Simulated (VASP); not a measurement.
# TiAl3 (Pm-3m) in VASP: notebook

The runs below take TiAl3 through single point, with PBEsol.

Everything below comes from runs of VASP 6.6.1. Logs are shortened: lines on timing, memory, paths and dates and some standing lists are left out, and cuts for length are marked.

### 1 The cell of the first run

The structure is cubic, space group Pm-3m (No. 221). Conventional cell: a = 3.869 Å, b = 3.869 Å, c = 3.869 Å, α = 90.00°, β = 90.00°, γ = 90.00°. Within 3.6 Å of Ti (site symmetry m-3m) lie 12 Al at 2.74 Å. Al (site symmetry 4/mmm) has 4 Ti at 2.74 Å and 8 Al at 2.74 Å within 3.6 Å.

### 2 Single point, PBEsol (strained)

The input, INCAR:

```
SYSTEM = TiAl3
ALGO     = Fast           ! electronic algorithm
EDIFF    = 1E-6           ! SCF threshold, eV
ENCUT    = 520            ! plane-wave cutoff, eV
GGA      = PS             ! functional
ISIF     = 2              ! what is computed and relaxed
ISMEAR   = 0              ! smearing method
LASPH    = .True.         ! aspherical terms in the spheres
LCHARG   = .False.        ! write CHGCAR
LREAL    = .False.        ! projectors in reciprocal space
LWAVE    = .False.        ! write WAVECAR
NBANDS   = 18             ! bands
NELM     = 60             ! most SCF steps
PREC     = Accurate       ! precision mode
SIGMA    = 0.1            ! smearing width, eV
```

The input, KPOINTS:

```
k-points
0
Gamma
  10 10 10
  0 0 0
```

The input, POSCAR:

```
TiAl3
1.0
    3.8691211630      0.0000000000      0.0000000000
    0.0000000000      3.8691211630      0.0000000000
    0.0000000000      0.0000000000      3.8691211630
Ti Al
1 3
Direct
    0.0000000000      0.0000000000      0.0000000000
    0.5000000000      0.5000000000      0.0000000000
    0.5000000000      0.0000000000      0.5000000000
    0.0000000000      0.5000000000      0.5000000000
```

Potentials or basis: VASP PAW PBE potentials, release 64 (Ti_sv, Al).

Launch:

```bash
$ cat potpaw_PBE.64/Ti_sv/POTCAR potpaw_PBE.64/Al/POTCAR > POTCAR
$ mpirun -np 1 vasp_std > vasp.out
```

OUTCAR:

```text
SYSTEM = TiAl3
   EDIFF = 1E-6
   ENCUT = 520
   GGA = PS
   ISIF = 2
   ISMEAR = 0
   LASPH = .True.
   LREAL = .False.
   NELM = 60
   PREC = Accurate

 ion  position               nearest neighbor table
   1  0.000  0.000  0.000-   2 2.74   3 2.74   4 2.74   3 2.74   4 2.74   2 2.74   4 2.74   4 2.74
                             2 2.74   3 2.74   3 2.74   2 2.74
   2  0.500  0.500  0.000-   1 2.74   3 2.74   4 2.74   3 2.74   4 2.74   1 2.74   3 2.74   3 2.74
                             1 2.74   4 2.74   4 2.74   1 2.74
   3  0.500  0.000  0.500-   1 2.74   2 2.74   4 2.74   1 2.74   2 2.74   2 2.74   4 2.74   2 2.74
                             1 2.74   4 2.74   1 2.74   4 2.74
   4  0.000  0.500  0.500-   1 2.74   2 2.74   3 2.74   1 2.74   2 2.74   1 2.74   3 2.74   1 2.74
                             2 2.74   3 2.74   2 2.74   3 2.74

  LATTYP: Found a simple cubic cell.
 ALAT       =     3.8691211630

  Lattice vectors:

 A1 = (   3.8691211630,   0.0000000000,   0.0000000000)
 A2 = (   0.0000000000,   3.8691211630,   0.0000000000)
 A3 = (   0.0000000000,   0.0000000000,   3.8691211630)

Analysis of symmetry for initial positions (statically):
=====================================================================
 Subroutine PRICEL returns:
 Original cell was already a primitive cell.

 Routine SETGRP: Setting up the symmetry group for a
 simple cubic supercell.

 Subroutine GETGRP returns: Found 48 space group operations
 (whereof 48 operations were pure point group operations)
 out of a pool of 48 trial point group operations.

The static configuration has the point symmetry O_h .

Analysis of symmetry for dynamics (positions and initial velocities):
=====================================================================
 Subroutine PRICEL returns:
 Original cell was already a primitive cell.

 Routine SETGRP: Setting up the symmetry group for a
 simple cubic supercell.

 Subroutine GETGRP returns: Found 48 space group operations
 (whereof 48 operations were pure point group operations)
 out of a pool of 48 trial point group operations.

The dynamic configuration has the point symmetry O_h .

 Subroutine INISYM returns: Found 48 space group operations
 (whereof 48 operations are pure point group operations),
 and found     1 'primitive' translations

----------------------------------------------------------------------------------------

                                     Primitive cell

  volume of cell :      57.9211

  direct lattice vectors                    reciprocal lattice vectors
     3.869121163  0.000000000  0.000000000     0.258456626  0.000000000  0.000000000
     0.000000000  3.869121163  0.000000000     0.000000000  0.258456626  0.000000000
     0.000000000  0.000000000  3.869121163     0.000000000  0.000000000  0.258456626

  length of vectors
     3.869121163  3.869121163  3.869121163     0.258456626  0.258456626  0.258456626

  position of ions in fractional coordinates (direct lattice)
     0.000000000  0.000000000  0.000000000
     0.500000000  0.500000000  0.000000000
     0.500000000  0.000000000  0.500000000
     0.000000000  0.500000000  0.500000000

  ion indices of the primitive-cell ions
   primitive index   ion index
                 1           1
                 2           2
                 3           3
                 4           4

----------------------------------------------------------------------------------------

 KPOINTS: k-points

Automatic generation of k-mesh.
 Grid dimensions read from file:
 generate k-points for:   10   10   10

 Generating k-lattice:

  Cartesian coordinates                     Fractional coordinates (reciprocal lattice)
     0.025845663  0.000000000  0.000000000     0.100000000  0.000000000  0.000000000
     0.000000000  0.025845663  0.000000000     0.000000000  0.100000000  0.000000000
     0.000000000  0.000000000  0.025845663     0.000000000  0.000000000  0.100000000

  Length of vectors
     0.025845663  0.025845663  0.025845663

  Shift w.r.t. Gamma in fractional coordinates (k-lattice)
     0.000000000  0.000000000  0.000000000

 Subroutine IBZKPT returns following result:
 ===========================================

 Found     56 irreducible k-points:

 Following reciprocal coordinates:
            Coordinates               Weight
  0.000000  0.000000  0.000000      1.000000
  0.100000  0.000000  0.000000      6.000000
  0.200000  0.000000  0.000000      6.000000
  0.300000  0.000000  0.000000      6.000000
  0.400000  0.000000  0.000000      6.000000
  0.500000  0.000000  0.000000      3.000000
[... 16 lines left out ...]
  0.200000  0.100000  0.100000     24.000000
  0.300000  0.100000  0.100000     24.000000
 [... further k-points ...]
   k-points           NKPTS =     56   k-points in BZ     NKDIM =     56   number of bands    NBANDS=     18
   number of dos      NEDOS =    301   number of ions     NIONS =      4
   total plane-waves  NPLWV =  27000
   dimension x,y,z NGX =    30 NGY =   30 NGZ =   30
   dimension x,y,z NGXF=    60 NGYF=   60 NGZF=   60
   ions per type =               1   3
   NGX,Y,Z   is equivalent  to a cutoff of  12.89, 12.89, 12.89 a.u.
   NGXF,Y,Z  is equivalent  to a cutoff of  25.78, 25.78, 25.78 a.u.
 SYSTEM =  TiAl3
   PREC   = accura    normal or accurate (medium, high low for compatibility)
   ISTART =      0    job   : 0-new  1-cont  2-samecut
   ICHARG =      2    charge: 1-file 2-atom 10-const
   ISPIN  =      1    spin polarized calculation?
   LNONCOLLINEAR =      F non collinear calculations
   LSORBIT =      F    spin-orbit coupling
   LASPH  =      T    aspherical Exc in radial PAW
   ENCUT  =  520.0 eV  38.22 Ry    6.18 a.u.   7.19  7.19  7.19*2*pi/ulx,y,z
   NELM   =     60;   NELMIN=  2; NELMDL= -5     # of ELM steps
   EDIFF  = 0.1E-05   stopping-criterion for ELM
   LREAL  =      F    real-space projection
   EDIFFG = 0.1E-04   stopping-criterion for IOM
   NSW    =      0    number of steps for IOM
   IBRION =     -1    ionic relax: 0-MD 1-quasi-New 2-CG
   NFREE  =      0    steps in history (QN), initial steepest desc. (CG)
   ISIF   =      2    stress and relaxation
   ISYM   =      2    0-nonsym 1-usesym 2-fastsym
   POTIM  = 0.5000    time-step for ionic-motion
   TEBEG  =    0.0;   TEEND  =   0.0 temperature during run
   PSTRESS=    0.0 pullay stress
   NELECT =      21.0000    total number of electrons
   NUPDOWN=      -1.0000    fix difference up-down
   EMIN   =  10.00;   EMAX   =-10.00  energy-range for DOS
   EFERMI =   0.00;   METHOD = LEGACY
   ISMEAR =     0;   SIGMA  =   0.10  broadening in eV -4-tet -1-fermi 0-gaus
   EFERMI_NEDOS =   21; number of points for ismear=-14 and -15
   IALGO  =     68    algorithm
   IMIX   =      4    mixing-type and parameters
     AMIX     =   0.40;   BMIX     =  1.00
     AMIX_MAG =   1.60;   BMIX_MAG =  1.00
  volume/ion in A,a.u.               =      14.48        97.72
  Fermi-wavevector in a.u.,A,eV,Ry     =   1.167353  2.205978 18.540842  1.362713
  Thomas-Fermi vector in A             =   2.303854
   LORBIT       =      0    0 simple, 1 ext, 2 COOP (PROOUT), +10 PAW based schemes
   GGA     = PS    functional components
   LHFCALC =     F    Hartree Fock is set to
   AEXX    =    0.0000 exact exchange contribution
   IVDW    =     0    specifies the selected vdW correction
   LEPSILON=     F    determine dielectric tensor
   LRPA    =     F    only Hartree local field effects (RPA)
 non-spin polarized calculation
 RMM-DIIS sequential band-by-band and
 Gauss-broadening in eV      SIGMA  =   0.10
  energy-cutoff  :      520.00
  volume of cell :       57.92
 maximum number of plane-waves:      1596
 NGX is ok and might be reduce to    30
   NGX = 15   NGY = 15   NGZ = 15

 number of electron      21.0000002 magnetization

 Free energy of the ion-electron system (eV)
  ---------------------------------------------------
  ext. energy  EPLUGINS =         0.00000000
  ---------------------------------------------------
  free energy    TOTEN  =       -22.04083683 eV

  energy without entropy =      -22.03069070  energy(sigma->0) =      -22.03576377

 E-fermi :   9.8159     XC(G=0): -11.1872

 val. band max:        9.8140477504   @ k =   0.4000   0.2000   0.0000
 cond. band min:       9.8328756290   @ k =   0.1000   0.1000   0.1000
 fundamental gap:      0.0188278786
 Fermi energy:         9.8158684614

 k-point     1 :       0.0000    0.0000    0.0000
  band No.  band energies     occupation
      1     -46.7775      2.00000
      2     -23.2047      2.00000
      3     -23.2047      2.00000
      4     -23.2047      2.00000
      5      -1.4349      2.00000
      6       6.5248      2.00000
[... 10 lines left out ...]
     17      15.8336      0.00000
     18      15.8336      0.00000

 k-point     2 :       0.1000    0.0000    0.0000
  band No.  band energies     occupation
      1     -46.7773      2.00000
      2     -23.2074      2.00000
      3     -23.2045      2.00000
      4     -23.2045      2.00000
      5      -1.3325      2.00000
      6       5.8027      2.00000
[... 10 lines left out ...]
     17      15.6917      0.00000
     18      15.6931      0.00000

 k-point     3 :       0.2000    0.0000    0.0000
  band No.  band energies     occupation
      1     -46.7770      2.00000
      2     -23.2145      2.00000
      3     -23.2040      2.00000
      4     -23.2040      2.00000
      5      -1.0284      2.00000
      6       4.5824      2.00000
[... 10 lines left out ...]
     17      15.0191      0.00000
     18      15.0325      0.00000

 k-point     4 :       0.3000    0.0000    0.0000
  band No.  band energies     occupation
      1     -46.7766      2.00000
      2     -23.2233      2.00000
      3     -23.2034      2.00000
      4     -23.2034      2.00000
      5      -0.5327      2.00000
      6       3.3403      2.00000
[... 375 lines left out ...]
      4     -23.2068      2.00000
      5      -1.1295      2.00000
      6       5.8008      2.00000
[... 10 lines left out ...]
     17      15.5087      0.00000
     18      15.9644      0.00000

 k-point    23 :       0.2000    0.1000    0.1000
  band No.  band energies     occupation
      1     -46.7768      2.00000
      2     -23.2141      2.00000
      3     -23.2066      2.00000
      4     -23.2063      2.00000
      5      -0.8289      2.00000
      6       4.7303      2.00000
[... 10 lines left out ...]
     17      14.9688      0.00000
     18      15.0018      0.00000

 k-point    24 :       0.3000    0.1000    0.1000
  band No.  band energies     occupation
      1     -46.7764      2.00000
      2     -23.2227      2.00000
      3     -23.2059      2.00000
      4     -23.2056      2.00000
      5      -0.3393      2.00000
      6       3.5102      2.00000
[... 10 lines left out ...]
     17      14.3506      0.00000
     18      15.7019      0.00000

 [... further k-points ...]
[... 5 lines left out ...]
  --------------------------------------------------------------------------------------
  -------------------------------------------------------------------------------------
  Total        2.8011550      2.8011550      2.8011550      0.0000000     -0.0000000     -0.0000000
  in kB       77.4837694     77.4837694     77.4837694      0.0000000     -0.0000000     -0.0000000
  external PRESSURE =      77.4837694 kB  Pullay stress =       0.0000000 kB

 VOLUME and BASIS-vectors are now :
 -----------------------------------------------------------------------------
  energy-cutoff  :      520.00
  volume of cell :       57.92
      direct lattice vectors                 reciprocal lattice vectors
     3.869121163  0.000000000  0.000000000     0.258456626  0.000000000  0.000000000
     0.000000000  3.869121163  0.000000000     0.000000000  0.258456626  0.000000000
     0.000000000  0.000000000  3.869121163     0.000000000  0.000000000  0.258456626

 POSITION                                       TOTAL-FORCE (eV/Angst)
 -----------------------------------------------------------------------------------
      0.00000      0.00000      0.00000         0.000000      0.000000      0.000000
      1.93456      1.93456      0.00000         0.000000      0.000000      0.000000
      1.93456      0.00000      1.93456         0.000000      0.000000      0.000000
      0.00000      1.93456      1.93456         0.000000      0.000000      0.000000
 -----------------------------------------------------------------------------------
    total drift:                                0.000000     -0.000000      0.000000

  FREE ENERGIE OF THE ION-ELECTRON SYSTEM (eV)
  ---------------------------------------------------
  free  energy   TOTEN  =       -22.0408368303 eV

  energy  without entropy=      -22.0306907013  energy(sigma->0) =      -22.03576377
```

Wall time 46 s (1 thread of Intel Xeon 6975P-C (Granite Rapids), shared host); peak memory 0.19 GiB.

What came out:

```
Free energy : -22.0408 eV
Pressure    : 7.7 GPa
```

Caveat: the cell differs from its parent crystal (strained); the PAW data sets were made with another functional, which shifts forces and pressure a little.

[end of part 1 of 2]
